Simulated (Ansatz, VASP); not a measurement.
InP in VASP and in Ansatz

File INCAR:

```
ALGO     = Normal         # electronic algorithm
EDIFF    = 1E-7           # SCF threshold, eV
ENCUT    = 520            # plane-wave cutoff, eV
GGA      = PS             # functional
GGA_COMPAT= F            
ISIF     = 2              # what is computed and relaxed
ISMEAR   = -1             # smearing method
LASPH    = T              # aspherical terms in the spheres
LCHARG   = T              # write CHGCAR
LORBIT   = 11             # projections on sites
LORBMOM  = T            
LREAL    = F              # projectors in reciprocal space
LSORBIT  = T              # spin-orbit coupling
LVHAR    = T            
LWAVE    = F              # write WAVECAR
MAGMOM   = 0 0 0 0 0 0    # initial moments
NBANDS   = 30             # bands
NELM     = 150            # most SCF steps
PREC     = Accurate       # precision mode
SIGMA    = 0.01           # smearing width, eV
```

Contents of KPOINTS:

```
k-points
0
Gamma
  8 8 8
```

Contents of POSCAR:

```
InP
1.0
    2.9980678023      2.9980678023      0.0000000000
   -2.9980678023      2.9980678023      0.0000000000
    0.0000000000      2.9980678023      2.8730786479
In P
1 1
Direct
    0.0000000000      0.0000000000      0.0000000000
    0.7500000000      0.2500000000      0.5000000000
```

Input for Ansatz:

```yaml
crystal:
  lattice:
    - [2.99806780228, 2.99806780228, 0.0]
    - [-2.99806780228, 2.99806780228, 0.0]
    - [0.0, 2.99806780228, 2.87307864794]
  atoms:
    - { symbol: In, position: [0.0, 0.0, 0.0] }
    - { symbol: P, position: [0.75, 0.25, 0.5] }
kpoints:
  mp_grid: { grid: [8, 8, 8] }
scf:
  occupations: { method: fermi_dirac, width: 0.01 }
  convergence: { dr2_threshold: 1.0e-10 }
hamiltonian:
  xc: pbesol
  pseudopotentials: { kind: all_electron, lapw: { basis_error: 0.0005 } }
magnetization:
  noncollinear: true
  spin_orbit: true
output:
  forces: true
  stress: true
  eigenstates:
    kpoints:
      - [0.0, 0.0, 0.0]
      - [-0.5, -0.5, -0.5]
      - [-0.5, 0.5, 0.0]
      - [0.0, 0.0, -0.5]
      - [0.0, -0.5, -0.5]
      - [0.0, 0.5, 0.0]
      - [-0.5, 0.0, 0.0]
      - [-0.5, 0.0, -0.5]
  eigenvalues: true
```

Change from the starting cell: film at in-plane strain +0.02.

Alike in both runs: task single point; functional PBEsol; k mesh 8 × 8 × 8; occupations fermi-dirac, width 0.01 eV; non-collinear spin, spin-orbit coupling.

|  | VASP | Ansatz |
| --- | --- | --- |
| version | VASP 6.6.1 | Ansatz 0.2.0 |
| potentials or method | VASP PAW PBE potentials, release 64 (In_d, P), cutoff 520 eV | all-electron LAPW |

|  | VASP | Ansatz | Ansatz less VASP |
| --- | --- | --- | --- |
| pressure (GPa) | -1.2 | -1.2 | -0.02 |
| traceless stress, the component that is largest in VASP (GPa) | 1.11 | 1.11 | +0.002 |
| net moment per atom (μB) | 0.00 | 0.00 | 0.000 |

VASP's potentials were made for PBE, not for PBEsol. Ansatz ran all-electron here, and VASP with PAW potentials.
